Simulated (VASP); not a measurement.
# SnO2 (P1) in VASP: single point with PBE

Aim: the single point of SnO2 with PBE.

Program: VASP 6.6.1. These are calculated values, not measurements. Logs are shortened: lines on timing, memory, paths and dates and some standing lists are left out, and cuts for length are marked.

**1. The cell of the first run**

The typed cell holds 6 atoms: a = 4.827 Å, b = 4.828 Å, c = 3.238 Å, α = 90.00°, β = 90.00°, γ = 90.00°.

**2. Single point, PBE (atom 1 (Sn) moved -0.060 Å towards its neighbour atom 3 (O) at 2.089 Å)**

INCAR reads:

```
SYSTEM = SnO2
  ALGO = Normal
  EDIFF = 1E-6
  ENCUT = 520
  GGA = PE
  ISIF = 2
  ISMEAR = 0
  LASPH = .True.
  LCHARG = .False.
  LREAL = .False.
  LWAVE = .False.
  NBANDS = 35
  NELM = 60
  PREC = Accurate
  SIGMA = 0.05
```

KPOINTS reads:

```
k-points
0
Gamma
  6 6 8
  0 0 0
```

POSCAR reads:

```
SnO2
1.0
    4.8265176357      0.0000000000      0.0000000000
    0.0000000000      4.8283676035      0.0000000000
    0.0000000000      0.0000000000      3.2381666599
Sn O
2 4
Direct
    0.5055570208      0.5055522713      0.5143589483
    0.0000000000      0.0000000000      0.0000000000
    0.3064962475      0.3066616298      0.0000000000
    0.8064962475      0.1933383702      0.5000000000
    0.1935037525      0.8066616298      0.5000000000
    0.6935037525      0.6933383702      0.0000000000
```

Potentials or basis: VASP PAW PBE potentials, release 64 (Sn_d, O).

Command:

```console
$ cat potpaw_PBE.64/Sn_d/POTCAR potpaw_PBE.64/O/POTCAR > POTCAR
$ mpirun -np 1 vasp_std > vasp.out
```

OUTCAR:

```text
SYSTEM = SnO2
   EDIFF = 1E-6
   ENCUT = 520
   GGA = PE
   ISIF = 2
   ISMEAR = 0
   LASPH = .True.
   LREAL = .False.
   NELM = 60
   PREC = Accurate

 ion  position               nearest neighbor table
   1  0.506  0.506  0.514-   6 2.03   3 2.08   5 2.09   4 2.09   6 2.10   3 2.15   2 3.72
   2  0.000  0.000  0.000-   4 2.09   5 2.09   4 2.09   5 2.09   3 2.09   6 2.09   1 3.72
   3  0.306  0.307  0.000-   1 2.08   2 2.09   1 2.15
   4  0.806  0.193  0.500-   2 2.09   2 2.09   1 2.09
   5  0.194  0.807  0.500-   2 2.09   2 2.09   1 2.09
   6  0.694  0.693  0.000-   1 2.03   2 2.09   1 2.10

  LATTYP: Found a simple orthorhombic cell.
 ALAT       =     3.2381666599
 B/A-ratio  =     1.4905093353
 C/A-ratio  =     1.4910806362

  Lattice vectors:

 A1 = (   0.0000000000,   0.0000000000,   3.2381666599)
 A2 = (   4.8265176357,   0.0000000000,   0.0000000000)
 A3 = (   0.0000000000,   4.8283676035,   0.0000000000)

Analysis of symmetry for initial positions (statically):
=====================================================================
 Subroutine PRICEL returns:
 Original cell was already a primitive cell.

 Routine SETGRP: Setting up the symmetry group for a
 simple orthorhombic supercell.

 Subroutine GETGRP returns: Found  1 space group operations
 (whereof  1 operations were pure point group operations)
 out of a pool of  8 trial point group operations.

The static configuration has the point symmetry C_1 .

Analysis of symmetry for dynamics (positions and initial velocities):
=====================================================================
 Subroutine PRICEL returns:
 Original cell was already a primitive cell.

 Routine SETGRP: Setting up the symmetry group for a
 simple orthorhombic supercell.

 Subroutine GETGRP returns: Found  1 space group operations
 (whereof  1 operations were pure point group operations)
 out of a pool of  8 trial point group operations.

The dynamic configuration has the point symmetry C_1 .

 Subroutine INISYM returns: Found  1 space group operations
 (whereof  1 operations are pure point group operations),
 and found     1 'primitive' translations

----------------------------------------------------------------------------------------

                                     Primitive cell

  volume of cell :      75.4629

  direct lattice vectors                    reciprocal lattice vectors
     4.826517636  0.000000000  0.000000000     0.207188718  0.000000000  0.000000000
     0.000000000  4.828367604  0.000000000     0.000000000  0.207109334  0.000000000
     0.000000000  0.000000000  3.238166660     0.000000000  0.000000000  0.308816718

  length of vectors
     4.826517636  4.828367604  3.238166660     0.207188718  0.207109334  0.308816718

  position of ions in fractional coordinates (direct lattice)
     0.505557021  0.505552271  0.514358948
     0.000000000  0.000000000  0.000000000
     0.306496248  0.306661630  0.000000000
     0.806496248  0.193338370  0.500000000
     0.193503752  0.806661630  0.500000000
     0.693503752  0.693338370  0.000000000

  ion indices of the primitive-cell ions
   primitive index   ion index
                 1           1
                 2           2
                 3           3
                 4           4
                 5           5
                 6           6

----------------------------------------------------------------------------------------

 KPOINTS: k-points

Automatic generation of k-mesh.
 Grid dimensions read from file:
 generate k-points for:    6    6    8

 Generating k-lattice:

  Cartesian coordinates                     Fractional coordinates (reciprocal lattice)
     0.034531453  0.000000000  0.000000000     0.166666667  0.000000000  0.000000000
     0.000000000  0.034518222  0.000000000     0.000000000  0.166666667  0.000000000
     0.000000000  0.000000000  0.038602090     0.000000000  0.000000000  0.125000000

  Length of vectors
     0.034531453  0.034518222  0.038602090

  Shift w.r.t. Gamma in fractional coordinates (k-lattice)
     0.000000000  0.000000000  0.000000000

 Subroutine IBZKPT returns following result:
 ===========================================

 Found    148 irreducible k-points:

 Following reciprocal coordinates:
            Coordinates               Weight
  0.000000  0.000000  0.000000      1.000000
  0.166667  0.000000  0.000000      2.000000
  0.333333  0.000000  0.000000      2.000000
  0.500000  0.000000  0.000000      1.000000
  0.000000  0.166667  0.000000      2.000000
  0.166667  0.166667  0.000000      2.000000
[... 16 lines left out ...]
 -0.166667  0.000000  0.125000      2.000000
  0.333333  0.000000  0.125000      2.000000
 [... further k-points ...]
   k-points           NKPTS =    148   k-points in BZ     NKDIM =    148   number of bands    NBANDS=     35
   number of dos      NEDOS =    301   number of ions     NIONS =      6
   total plane-waves  NPLWV =  31104
   dimension x,y,z NGX =    36 NGY =   36 NGZ =   24
   dimension x,y,z NGXF=    72 NGYF=   72 NGZF=   48
   ions per type =               2   4
   NGX,Y,Z   is equivalent  to a cutoff of  12.40, 12.40, 12.32 a.u.
   NGXF,Y,Z  is equivalent  to a cutoff of  24.80, 24.79, 24.64 a.u.
 SYSTEM =  SnO2
   PREC   = accura    normal or accurate (medium, high low for compatibility)
   ISTART =      0    job   : 0-new  1-cont  2-samecut
   ICHARG =      2    charge: 1-file 2-atom 10-const
   ISPIN  =      1    spin polarized calculation?
   LNONCOLLINEAR =      F non collinear calculations
   LSORBIT =      F    spin-orbit coupling
   LASPH  =      T    aspherical Exc in radial PAW
   ENCUT  =  520.0 eV  38.22 Ry    6.18 a.u.   8.97  8.98  6.02*2*pi/ulx,y,z
   NELM   =     60;   NELMIN=  2; NELMDL= -5     # of ELM steps
   EDIFF  = 0.1E-05   stopping-criterion for ELM
   LREAL  =      F    real-space projection
   EDIFFG = 0.1E-04   stopping-criterion for IOM
   NSW    =      0    number of steps for IOM
   IBRION =     -1    ionic relax: 0-MD 1-quasi-New 2-CG
   NFREE  =      0    steps in history (QN), initial steepest desc. (CG)
   ISIF   =      2    stress and relaxation
   ISYM   =      2    0-nonsym 1-usesym 2-fastsym
   POTIM  = 0.5000    time-step for ionic-motion
   TEBEG  =    0.0;   TEEND  =   0.0 temperature during run
   PSTRESS=    0.0 pullay stress
   NELECT =      52.0000    total number of electrons
   NUPDOWN=      -1.0000    fix difference up-down
   EMIN   =  10.00;   EMAX   =-10.00  energy-range for DOS
   EFERMI =   0.00;   METHOD = LEGACY
   ISMEAR =     0;   SIGMA  =   0.05  broadening in eV -4-tet -1-fermi 0-gaus
   EFERMI_NEDOS =   21; number of points for ismear=-14 and -15
   IALGO  =     38    algorithm
   IMIX   =      4    mixing-type and parameters
     AMIX     =   0.40;   BMIX     =  1.00
     AMIX_MAG =   1.60;   BMIX_MAG =  1.00
  volume/ion in A,a.u.               =      12.58        84.87
  Fermi-wavevector in a.u.,A,eV,Ry     =   1.445988  2.732522 28.448182  2.090882
  Thomas-Fermi vector in A             =   2.564108
   LORBIT       =      0    0 simple, 1 ext, 2 COOP (PROOUT), +10 PAW based schemes
   GGA     = PE    functional components
   LHFCALC =     F    Hartree Fock is set to
   AEXX    =    0.0000 exact exchange contribution
   IVDW    =     0    specifies the selected vdW correction
   LEPSILON=     F    determine dielectric tensor
   LRPA    =     F    only Hartree local field effects (RPA)
 non-spin polarized calculation
 Gauss-broadening in eV      SIGMA  =   0.05
  energy-cutoff  :      520.00
  volume of cell :       75.46
 maximum number of plane-waves:      2060
   NGX = 17   NGY = 17   NGZ = 13

 number of electron      51.9999977 magnetization

 Free energy of the ion-electron system (eV)
  ---------------------------------------------------
  ext. energy  EPLUGINS =         0.00000000
  ---------------------------------------------------
  free energy    TOTEN  =       -37.27520205 eV

  energy without entropy =      -37.27520205  energy(sigma->0) =      -37.27520205

 E-fermi :   5.7755     XC(G=0): -10.9758

 val. band max:        5.5483686169   @ k =   0.0000   0.0000   0.0000
 cond. band min:       6.1966030660   @ k =   0.0000   0.0000   0.0000
 fundamental gap:      0.6482344490
 Fermi energy:         5.7754585290

 k-point     1 :       0.0000    0.0000    0.0000
  band No.  band energies     occupation
      1     -15.5120      2.00000
      2     -14.8479      2.00000
      3     -14.6501      2.00000
      4     -14.6375      2.00000
      5     -14.6205      2.00000
      6     -14.5551      2.00000
[... 27 lines left out ...]
     34      17.0187      0.00000
     35      17.8097      0.00000

 k-point     2 :       0.1667    0.0000    0.0000
  band No.  band energies     occupation
      1     -15.4750      2.00000
      2     -14.8901      2.00000
      3     -14.6510      2.00000
      4     -14.6369      2.00000
      5     -14.6190      2.00000
      6     -14.5806      2.00000
[... 27 lines left out ...]
     34      17.1173      0.00000
     35      17.7852      0.00000

 k-point     3 :       0.3333    0.0000    0.0000
  band No.  band energies     occupation
      1     -15.3686      2.00000
      2     -15.0223      2.00000
      3     -14.6532      2.00000
      4     -14.6379      2.00000
      5     -14.6160      2.00000
      6     -14.6092      2.00000
[... 27 lines left out ...]
     34      17.4789      0.00000
     35      17.7627      0.00000

 k-point     4 :       0.5000    0.0000    0.0000
  band No.  band energies     occupation
      1     -15.2319      2.00000
      2     -15.1771      2.00000
      3     -14.6548      2.00000
      4     -14.6395      2.00000
      5     -14.6152      2.00000
      6     -14.6141      2.00000
[... 27 lines left out ...]
     34      17.6430      0.00000
     35      17.7281      0.00000

 k-point     5 :       0.0000    0.1667    0.0000
  band No.  band energies     occupation
      1     -15.4750      2.00000
      2     -14.8901      2.00000
      3     -14.6510      2.00000
      4     -14.6369      2.00000
      5     -14.6190      2.00000
      6     -14.5806      2.00000
[... 638 lines left out ...]
 k-point    22 :       0.1667    0.0000    0.1250
  band No.  band energies     occupation
      1     -15.4149      2.00000
      2     -14.8630      2.00000
      3     -14.7541      2.00000
      4     -14.7218      2.00000
      5     -14.6205      2.00000
      6     -14.5642      2.00000
[... 27 lines left out ...]
     34      17.1692      0.00000
     35      17.5942      0.00000

 k-point    23 :      -0.1667    0.0000    0.1250
  band No.  band energies     occupation
      1     -15.4162      2.00000
      2     -14.8571      2.00000
      3     -14.7557      2.00000
      4     -14.7239      2.00000
      5     -14.6204      2.00000
      6     -14.5651      2.00000
[... 27 lines left out ...]
     34      17.1600      0.00000
     35      17.5894      0.00000

 k-point    24 :       0.3333    0.0000    0.1250
  band No.  band energies     occupation
      1     -15.3212      2.00000
      2     -15.0086      2.00000
      3     -14.7546      2.00000
      4     -14.7192      2.00000
      5     -14.6076      2.00000
      6     -14.5730      2.00000
[... 27 lines left out ...]
     34      17.5679      0.00000
     35      17.7222      0.00000

 [... further k-points ...]

------------------------ aborting loop because EDIFF is reached ----------------------------------------

  FORCE on cell =-STRESS in cart. coord.  units (eV):
  Direction    XX          YY          ZZ          XY          YZ          ZX
  --------------------------------------------------------------------------------------
  -------------------------------------------------------------------------------------
  Total        0.2831853      0.2718500      0.5610863      0.0801383      0.1239262      0.1239933
  in kB        6.0123996      5.7717371     11.9126071      1.7014418      2.6311181      2.6325432
  external PRESSURE =       7.8989146 kB  Pullay stress =       0.0000000 kB

 VOLUME and BASIS-vectors are now :
 -----------------------------------------------------------------------------
  energy-cutoff  :      520.00
  volume of cell :       75.46
      direct lattice vectors                 reciprocal lattice vectors
     4.826517636  0.000000000  0.000000000     0.207188718  0.000000000  0.000000000
     0.000000000  4.828367604  0.000000000     0.000000000  0.207109334  0.000000000
     0.000000000  0.000000000  3.238166660     0.000000000  0.000000000  0.308816718

 POSITION                                       TOTAL-FORCE (eV/Angst)
 -----------------------------------------------------------------------------------
      2.44008      2.44099      1.66558        -0.622742     -0.622723     -0.832320
      0.00000      0.00000      0.00000         0.235020      0.235181      0.003168
      1.47931      1.48068      0.00000         0.160844      0.160649      0.321713
      3.89257      0.93351      1.61908        -0.037084     -0.004131      0.018675
      0.93395      3.89486      1.61908        -0.004265     -0.037309      0.018670
      3.34721      3.34769      0.00000         0.268227      0.268333      0.470095
 -----------------------------------------------------------------------------------
    total drift:                               -0.000430     -0.000414      0.000743

  FREE ENERGIE OF THE ION-ELECTRON SYSTEM (eV)
  ---------------------------------------------------
  free  energy   TOTEN  =       -37.2752020470 eV

  energy  without entropy=      -37.2752020470  energy(sigma->0) =      -37.27520205
```

Run time: 3.7 min. Hardware: 1 thread of Oxide Virtual Turin-like, shared host; peak memory 0.36 GiB.

What came out:

```yaml
Free_energy: -37.2752 eV
Pressure: 0.8 GPa
Largest_force: 1.212 eV/Å
Band_gap_on_the_k_mesh: 0.65 eV
```

Forces in eV/Å, atoms in the order of the input:
```
Sn  -0.623 -0.623 -0.832
Sn   0.235  0.235  0.003
O    0.161  0.161  0.322
O   -0.037 -0.004  0.019
O   -0.004 -0.037  0.019
O    0.268  0.268  0.470
```

Stress tensor (GPa, compression positive):
```
0.60 0.17 0.26
0.17 0.58 0.26
0.26 0.26 1.19
```

Levels at points of the mesh, in eV from the valence-band top:
| k point | band 23 | band 24 | band 25 | band 26 | band 27 | band 28 | band 29 | band 30 |
| --- | --- | --- | --- | --- | --- | --- | --- | --- |
| (0.00, 0.00, 0.00) | -1.23 | -0.78 | -0.75 | 0.00 | 0.65 | 5.63 | 6.04 | 6.08 |
| (0.50, 0.00, 0.00) | -1.28 | -1.14 | -0.72 | -0.53 | 3.84 | 3.87 | 6.76 | 6.82 |
| (0.00, 0.50, 0.00) | -1.28 | -1.14 | -0.72 | -0.53 | 3.84 | 3.87 | 6.76 | 6.82 |
| (0.50, 0.50, 0.00) | -1.34 | -1.31 | -0.87 | -0.86 | 4.24 | 4.25 | 7.13 | 7.14 |
| (0.00, 0.00, 0.50) | -1.62 | -1.54 | -1.20 | -1.13 | 5.56 | 5.57 | 9.31 | 9.35 |
| (0.50, 0.00, 0.50) | -1.05 | -1.04 | -0.76 | -0.73 | 5.82 | 5.83 | 7.58 | 7.59 |
| (0.00, 0.50, 0.50) | -1.05 | -1.04 | -0.76 | -0.73 | 5.82 | 5.82 | 7.58 | 7.59 |
| (0.50, 0.50, 0.50) | -1.04 | -0.93 | -0.80 | -0.70 | 4.32 | 4.33 | 8.59 | 8.59 |

Caveat: the cell differs from its parent crystal (atom 1 (Sn) moved -0.060 Å towards its neighbour atom 3 (O) at 2.089 Å); semilocal functionals underestimate gaps, and a narrow one can read as zero; spin-orbit coupling is left out, which moves the levels of the heavy elements; forces of over 1 eV/Å act on the atoms, so gaps and moduli don't describe the material at rest.
